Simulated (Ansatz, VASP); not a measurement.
**Two plane-wave programs on Te2Mo**

The input POSCAR:

```
Te2Mo
1.0
    3.6785785062      0.0000000000      0.0000000000
   -1.8392892531      3.1857424362      0.0000000000
    0.0000000000      0.0000000000      7.7249440851
Te Mo
2 1
Direct
    0.3333333333      0.6666666667      0.7737875327
    0.3333333333      0.6666666667      0.2262124673
    0.0000000000      0.0000000000      0.0000000000
```

The input INCAR.step1:

```
SYSTEM = Te2Mo
ALGO = Normal ; EDIFF = 1E-4
ENCUT = 520 ; GGA = PE
ISMEAR = 0 ; LASPH = .TRUE.
LCHARG = .FALSE. ; LREAL = .FALSE.
LWAVE = .TRUE. ; NBANDS = 20
NELM = 80 ; PREC = Accurate
SIGMA = 0.01
```

INCAR.step2

```
SYSTEM = Te2Mo
ALGO = Normal ; EDIFF = 1E-7
ENCUT = 520 ; ISIF = 2
ISMEAR = 0 ; ISTART = 1
LASPH = .TRUE. ; LCHARG = .FALSE.
LMIXTAU = .TRUE. ; LREAL = .FALSE.
LWAVE = .FALSE. ; METAGGA = R2SCAN
NBANDS = 20 ; NELM = 80
PREC = Accurate ; SIGMA = 0.01
```

Contents of KPOINTS:

```
k-points
0
G
  12 12 4
  0 0 0
```

Input for Ansatz:

```yaml
crystal:
  lattice:
    - [3.6785785062, 0.0, 0.0]
    - [-1.8392892531, 3.1857424362, 0.0]
    - [0.0, 0.0, 7.7249440851]
  atoms:
    - { symbol: Te, position: [0.3333333333, 0.6666666667, 0.7737875327] }
    - { symbol: Te, position: [0.3333333333, 0.6666666667, 0.2262124673] }
    - { symbol: Mo, position: [0.0, 0.0, 0.0] }
kpoints:
  mp_grid: { grid: [12, 12, 4] }
  band_path:
    path:
      - [0.0, 0.0, 0.0]
      - [0.5, 0.0, 0.0]
      - [0.3333333333, 0.3333333333, 0.0]
      - [0.0, 0.0, 0.5]
      - [0.5, 0.0, 0.5]
      - [0.3333333333, 0.3333333333, 0.5]
    npoints: 1
hamiltonian:
  xc: r2scan
scf:
  occupations: { method: fixed }
  n_extra_bands: 4
output:
  forces: true
  stress: true
  eigenvalues: true
```

Change from the starting cell: epitaxial_xy strain +4.0%.

Alike in both runs: task single point; functional r2SCAN; k mesh 12 × 12 × 4; no spin polarisation.

|  | VASP | Ansatz |
| --- | --- | --- |
| version | VASP 6.6.1 | Ansatz 0.2.0 |
| potentials or method | VASP PAW PBE potentials, release 64 (Te, Mo_sv) | plane waves, PAW |
| plane-wave cutoff (eV) | 520 | 500 |
| occupations | gaussian, width 0.01 eV | fixed |
| valence electrons in the cell | 26 | 46 |

Ansatz gave:

| Quantity | Value |
| --- | --- |
| gap on the k mesh at the Fermi level (eV) | 0.62 |
| pressure (GPa) | -2.4 |
| traceless stress, the component that is largest in VASP (GPa) | 3.21 |
| rms of the force components (eV/Å) | 0.007 |

Q: Estimate VASP's values.

A: gap on the k mesh at the Fermi level (eV): 0.61; pressure (GPa): -2.3; traceless stress, the component that is largest in VASP (GPa): 3.27; rms of the force components (eV/Å): 0.006.

VASP's potentials were made for PBE, not for r2SCAN. Atom by atom the forces differ by 0.013 eV/Å (rms over components). VASP's potentials hold 26 valence electrons a cell and Ansatz's 46, so a difference there can come from the potentials and not from the codes.

Neither program's run includes spin-orbit coupling.
